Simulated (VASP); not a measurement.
## Ba: single point with PBEsol

Crystal: Ba.

```
CELL_PARAMETERS angstrom
3.77065 -0.02868 0.01277
-0.02868 3.88818 0.02868
0.01277 0.02868 3.77065
ATOMIC_POSITIONS crystal
Ba 0.00000 0.00000 0.00000
```

This cell differs from its parent crystal: strained.

```yaml
Program: VASP 6.6.1
Task: single point
Functional: PBEsol
Potentials_or_basis: VASP PAW PBE potentials, release 64 (Ba_sv)
Cutoff: 500 eV
k_mesh: 10 × 10 × 10
Occupations: gaussian, width 0.1 eV
Spin: no spin polarisation
Dipole_correction: no
Further_INCAR_settings: ALGO = Normal; EDIFF = 1e-06; NBANDS = 11
```

| Item | Value |
| --- | --- |
| Pressure | 0.3 GPa |
| Band gap on the k mesh | zero (bands 5 and 6 overlap by 0.18 eV) |

Stress tensor (GPa, compression positive):
```
 0.59 -0.09  0.04
-0.09 -0.42  0.09
 0.04  0.09  0.59
```

Levels at points of the mesh, in eV from the Fermi level:
```tsv
k point	band 3	band 4	band 5	band 6	band 7	band 8
(0.00, 0.00, 0.00)	-13.69	-13.69	-2.63	-0.09	-0.08	5.35
(0.50, 0.00, 0.00)	-13.68	-13.59	-0.60	0.60	1.11	2.57
(0.00, 0.50, 0.00)	-13.61	-13.61	-0.75	0.46	0.96	3.02
(0.50, 0.50, 0.00)	-14.46	-13.52	-1.19	0.70	3.38	3.62
(0.50, 0.00, 0.50)	-14.57	-13.59	-1.25	0.90	3.17	3.20
(0.50, 0.50, 0.50)	-14.46	-14.32	-0.33	-0.11	-0.05	4.07
```

Wall time 110 s on 1 thread of Intel Xeon 8259CL (shared host), peak memory 0.28 GiB.

Caveat: the cell differs from its parent crystal (strained); the PAW data sets were made with another functional, which shifts forces and pressure a little; spin-orbit coupling is left out, which moves the levels of the heavy elements.
